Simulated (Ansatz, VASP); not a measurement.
# Two plane-wave programs on SiC2

```
Si C
1.0
    -2.57441    3.38065    1.80972
     2.57441   -3.38065    1.80972
     2.57441    3.38065   -1.80972
Si C
2 4
Cartesian
  1.2872 -1.6903 0.9049
  1.2872 1.6903 -0.9049
  0.0000 0.5173 2.9171
  2.5744 -0.5173 1.1073
  2.5744 2.8633 -1.1073
  0.0000 3.8980 0.7024
```

Alike in both runs: task relaxation of cell and atoms; functional PBE; k mesh 6 × 6 × 6; occupations gaussian, width 0.1 eV; no spin polarisation.

|  | VASP | Ansatz |
| --- | --- | --- |
| version | VASP 6.6.1 | Ansatz 0.2.0 |
| potentials or method | VASP PAW PBE potentials, release 64 (Si, C), cutoff 600 eV | scalar-relativistic, plane waves, PAW |
| valence electrons in the cell | 24 | 24 |

```tsv
	VASP	Ansatz	Ansatz less VASP
gap on the k mesh at the Fermi level, each at its own relaxed structure (eV)	none	none	-
relaxed volume (Å³/atom)	10.58	10.55	-0.030
relaxed cell length with the largest relative difference (Å)	4.912	4.911	-0.0006
```

A gap of «none» marks a metal or a gap that the smearing closes.
